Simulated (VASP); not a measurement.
# C (Im-3m) in VASP: single point with r2SCAN

Aim: the single point of C with r2SCAN.

Everything below comes from runs of VASP 6.6.1. Logs are shortened: lines on timing, memory, paths and dates and some standing lists are left out, and cuts for length are marked.

**1. The cell of the first run**

The structure is cubic, space group Im-3m (No. 229). Conventional cell: a = 4.858 Å, b = 4.858 Å, c = 4.858 Å, α = 90.00°, β = 90.00°, γ = 90.00°. Within 2.0 Å of C (site symmetry 3m) lie 4 C at 1.47 to 1.58 Å.

**2. Single point, r2SCAN**

The input, POSCAR:

```
C
1.0
   -2.4291088834      2.4291088834      2.4291088834
    2.4291088834     -2.4291088834      2.4291088834
    2.4291088834      2.4291088834     -2.4291088834
C
8
Direct
    0.3254551632      0.0000000000      0.0000000000
    0.6745448368      0.6745448368      0.6745448368
    0.0000000000      0.3254551632      0.0000000000
    0.0000000000      0.0000000000      0.3254551632
    0.0000000000      0.6745448368      0.0000000000
    0.3254551632      0.3254551632      0.3254551632
    0.6745448368      0.0000000000      0.0000000000
    0.0000000000      0.0000000000      0.6745448368
```

The input, INCAR.step1:

```
PREC = Accurate
ENCUT = 910
ISMEAR = 0
SIGMA = 0.05
LREAL = False
LASPH = True
NELM = 120
NBANDS = 26
GGA = PE
ALGO = Normal
EDIFF = 1E-5
LWAVE = True
LCHARG = False
GGA_COMPAT = False
```

The input, INCAR.step2:

```
PREC = Accurate
ENCUT = 910
EDIFF = 1E-6
ISMEAR = 0
SIGMA = 0.05
LREAL = False
LASPH = True
NELM = 120
ALGO = Normal
ISIF = 2
LWAVE = False
LCHARG = False
METAGGA = R2SCAN
LMIXTAU = True
NBANDS = 26
ISTART = 1
GGA_COMPAT = False
```

The input, KPOINTS:

```
Automatic mesh
0
Gamma
  8 8 8
```

Potentials or basis: VASP PAW PBE potentials, release 64 (C_h).

On the command line:

```
cat potpaw_PBE.64/C_h/POTCAR > POTCAR
cp INCAR.step1 INCAR
mpirun -np 1 vasp_std > vasp.out
cp INCAR.step2 INCAR
mpirun -np 1 vasp_std > vasp.out
```

OUTCAR:

```text
PREC = Accurate
   ENCUT = 910
   EDIFF = 1E-6
   ISMEAR = 0
   LREAL = False
   LASPH = True
   NELM = 120
   ISIF = 2
   METAGGA = R2SCAN
   ISTART = 1

 ion  position               nearest neighbor table
   1  0.325  0.000  0.000-   7 1.47
   2  0.675  0.675  0.675-   6 1.47
   3  0.000  0.325  0.000-   5 1.47
   4  0.000  0.000  0.325-   8 1.47
   5  0.000  0.675  0.000-   3 1.47
   6  0.325  0.325  0.325-   2 1.47
   7  0.675  0.000  0.000-   1 1.47
   8  0.000  0.000  0.675-   4 1.47

  LATTYP: Found a body centered cubic cell.
 ALAT       =     4.8582177668

  Lattice vectors:

 A1 = (  -2.4291088834,   2.4291088834,   2.4291088834)
 A2 = (   2.4291088834,  -2.4291088834,   2.4291088834)
 A3 = (   2.4291088834,   2.4291088834,  -2.4291088834)

Analysis of symmetry for initial positions (statically):
=====================================================================
 Subroutine PRICEL returns:
 Original cell was already a primitive cell.

 Routine SETGRP: Setting up the symmetry group for a
 body centered cubic supercell.

 Subroutine GETGRP returns: Found 48 space group operations
 (whereof 48 operations were pure point group operations)
 out of a pool of 48 trial point group operations.

The static configuration has the point symmetry O_h .

Analysis of symmetry for dynamics (positions and initial velocities):
=====================================================================
 Subroutine PRICEL returns:
 Original cell was already a primitive cell.

 Routine SETGRP: Setting up the symmetry group for a
 body centered cubic supercell.

 Subroutine GETGRP returns: Found 48 space group operations
 (whereof 48 operations were pure point group operations)
 out of a pool of 48 trial point group operations.

The dynamic configuration has the point symmetry O_h .

 Subroutine INISYM returns: Found 48 space group operations
 (whereof 48 operations are pure point group operations),
 and found     1 'primitive' translations

----------------------------------------------------------------------------------------

                                     Primitive cell

  volume of cell :      57.3325

  direct lattice vectors                    reciprocal lattice vectors
[... 96 lines left out ...]
   LASPH  =      T    aspherical Exc in radial PAW
   ENCUT  =  910.0 eV  66.88 Ry    8.18 a.u.  10.35 10.35 10.35*2*pi/ulx,y,z
   NELM   =    120;   NELMIN=  2; NELMDL=  0     # of ELM steps
   EDIFF  = 0.1E-05   stopping-criterion for ELM
   LREAL  =      F    real-space projection
[... 7 lines left out ...]
   TEBEG  =    0.0;   TEEND  =   0.0 temperature during run
   PSTRESS=    0.0 pullay stress
   NELECT =      32.0000    total number of electrons
   NUPDOWN=      -1.0000    fix difference up-down
   EMIN   =  10.00;   EMAX   =-10.00  energy-range for DOS
   EFERMI =   0.00;   METHOD = LEGACY
   ISMEAR =     0;   SIGMA  =   0.05  broadening in eV -4-tet -1-fermi 0-gaus
   EFERMI_NEDOS =   21; number of points for ismear=-14 and -15
   IALGO  =     38    algorithm
   IMIX   =      4    mixing-type and parameters
     AMIX     =   0.40;   BMIX     =  1.00
     AMIX_MAG =   1.60;   BMIX_MAG =  1.00
  volume/ion in A,a.u.               =       7.17        48.36
  Fermi-wavevector in a.u.,A,eV,Ry     =   1.347901  2.547163 24.719552  1.816836
  Thomas-Fermi vector in A             =   2.475613
   LORBIT       =      0    0 simple, 1 ext, 2 COOP (PROOUT), +10 PAW based schemes
   METAGGA = R2SCAN    functional components
   LHFCALC =     F    Hartree Fock is set to
   AEXX    =    0.0000 exact exchange contribution
   IVDW    =     0    specifies the selected vdW correction
   LEPSILON=     F    determine dielectric tensor
   LRPA    =     F    only Hartree local field effects (RPA)
 non-spin polarized calculation
 Gauss-broadening in eV      SIGMA  =   0.05
  energy-cutoff  :      910.00
  volume of cell :       57.33
 maximum number of plane-waves:      3604
 NGX is ok and might be reduce to    42
   NGX = 21   NGY = 21   NGZ = 21

 number of electron      32.0000001 magnetization

 Free energy of the ion-electron system (eV)
  ---------------------------------------------------
  ext. energy  EPLUGINS =         0.00000000
  ---------------------------------------------------
  free energy    TOTEN  =       -73.24785717 eV

  energy without entropy =      -73.24785717  energy(sigma->0) =      -73.24785717

 E-fermi :   7.7892     XC(G=0): -12.4673

 val. band max:        7.5564660831   @ k =   0.5000   0.5000   0.5000
 cond. band min:      10.7436220865   @ k =   0.1250   0.1250   0.1250
 fundamental gap:      3.1871560034
 Fermi energy:         7.7891714762

 k-point     1 :       0.0000    0.0000    0.0000
  band No.  band energies     occupation
      1     -14.4931      2.00000
      2      -6.0029      2.00000
      3      -6.0029      2.00000
      4      -6.0029      2.00000
      5      -5.1281      2.00000
      6      -5.1281      2.00000
[... 685 lines left out ...]
     25      18.1810      0.00000
     26      19.1325      0.00000

 [... further k-points ...]

------------------------ aborting loop because EDIFF is reached ----------------------------------------

  FORCE on cell =-STRESS in cart. coord.  units (eV):
  Direction    XX          YY          ZZ          XY          YZ          ZX
  --------------------------------------------------------------------------------------
  -------------------------------------------------------------------------------------
  Total       -0.1967706     -0.1967706     -0.1967706     -0.0000000      0.0000000      0.0000000
  in kB       -5.4988235     -5.4988235     -5.4988235     -0.0000000      0.0000000      0.0000000
  external PRESSURE =      -5.4988235 kB  Pullay stress =       0.0000000 kB

 VOLUME and BASIS-vectors are now :
 -----------------------------------------------------------------------------
  energy-cutoff  :      910.00
  volume of cell :       57.33
      direct lattice vectors                 reciprocal lattice vectors
    -2.429108883  2.429108883  2.429108883     0.000000000  0.205836800  0.205836800
     2.429108883 -2.429108883  2.429108883     0.205836800  0.000000000  0.205836800
     2.429108883  2.429108883 -2.429108883     0.205836800  0.205836800  0.000000000

 POSITION                                       TOTAL-FORCE (eV/Angst)
 -----------------------------------------------------------------------------------
     -0.79057      0.79057      0.79057        -0.022861      0.022861      0.022861
      1.63854      1.63854      1.63854        -0.022861     -0.022861     -0.022861
      0.79057     -0.79057      0.79057         0.022861     -0.022861      0.022861
      0.79057      0.79057     -0.79057         0.022861      0.022861     -0.022861
      1.63854     -1.63854      1.63854        -0.022861      0.022861     -0.022861
      0.79057      0.79057      0.79057         0.022861      0.022861      0.022861
     -1.63854      1.63854      1.63854         0.022861     -0.022861     -0.022861
      1.63854      1.63854     -1.63854        -0.022861     -0.022861      0.022861
 -----------------------------------------------------------------------------------
    total drift:                               -0.000000     -0.000000      0.000000

  FREE ENERGIE OF THE ION-ELECTRON SYSTEM (eV)
  ---------------------------------------------------
  free  energy   TOTEN  =       -73.2478571702 eV

  energy  without entropy=      -73.2478571702  energy(sigma->0) =      -73.24785717
```

Wall time 4.4 min (1 thread of AMD EPYC 9R45 (Zen 5), shared host); peak memory 0.27 GiB.

Results:

```
Free energy            : -73.2479 eV
Pressure               : -0.5 GPa
Largest force          : 0.040 eV/Å
Band gap on the k mesh : 3.19 eV (least direct gap 4.14 eV)
```

Forces in eV/Å, atoms in the order of the input:
```
C   -0.023  0.023  0.023
C   -0.023 -0.023 -0.023
C    0.023 -0.023  0.023
C    0.023  0.023 -0.023
C   -0.023  0.023 -0.023
C    0.023  0.023  0.023
C    0.023 -0.023 -0.023
C   -0.023 -0.023  0.023
```

Levels at points of the mesh, in eV from the valence-band top:
```
           k point  band 13  band 14  band 15  band 16  band 17  band 18  band 19  band 20
(0.00, 0.00, 0.00)    -5.44    -0.36    -0.36    -0.36     4.23     4.23     4.23     8.49
(0.50, 0.00, 0.00)    -3.41    -3.20    -2.42    -2.23     4.16     5.72     6.24     6.70
(0.50, 0.50, 0.50)    -6.61     0.00     0.00     0.00     4.14     6.21     6.21     6.21
```

Caveat: the cutoff is under 1.25 times the usual one of these potentials, so pressure, stress and relaxed cells hold a basis-set (Pulay) error; the PAW data sets were made with another functional, which shifts forces and pressure a little.
